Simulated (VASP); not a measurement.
Here is a VASP 6.6.1 calculation.

File INCAR:

```
SYSTEM = Ir
PREC     = Accurate       ! precision mode
ENCUT    = 500            ! plane-wave cutoff, eV
EDIFF    = 1E-6           ! SCF threshold, eV
ISMEAR   = 0              ! smearing method
SIGMA    = 0.1            ! smearing width, eV
LREAL    = .False.        ! projectors in reciprocal space
LASPH    = .True.         ! aspherical terms in the spheres
NELM     = 120            ! most SCF steps
ALGO     = Normal         ! electronic algorithm
ISIF     = 2              ! what is computed and relaxed
LWAVE    = .False.        ! write WAVECAR
LCHARG   = .False.        ! write CHGCAR
GGA      = PS             ! functional
NBANDS   = 10             ! bands
GGA_COMPAT= .False.
```

File KPOINTS:

```
Automatic mesh
0
Gamma
  8 8 8
  0 0 0
```

Contents of POSCAR:

```
Ir
1.0
   -1.5381904130      1.5381904130      1.5381904130
    1.5381904130     -1.5381904130      1.5381904130
    1.5381904130      1.5381904130     -1.5381904130
Ir
1
Direct
    0.0000000000      0.0000000000      0.0000000000
```

Potentials or basis: VASP PAW PBE potentials, release 64 (Ir).

Command:

```sh
$ cat potpaw_PBE.64/Ir/POTCAR > POTCAR
$ mpirun -np 1 vasp_std > vasp.out
```

(1) What does it give for the pressure?

Results:

(1) 0.9 GPa.

Caveat: the k points lie up to 0.36 Å⁻¹ apart; the PAW data sets were made with another functional, which shifts forces and pressure a little.
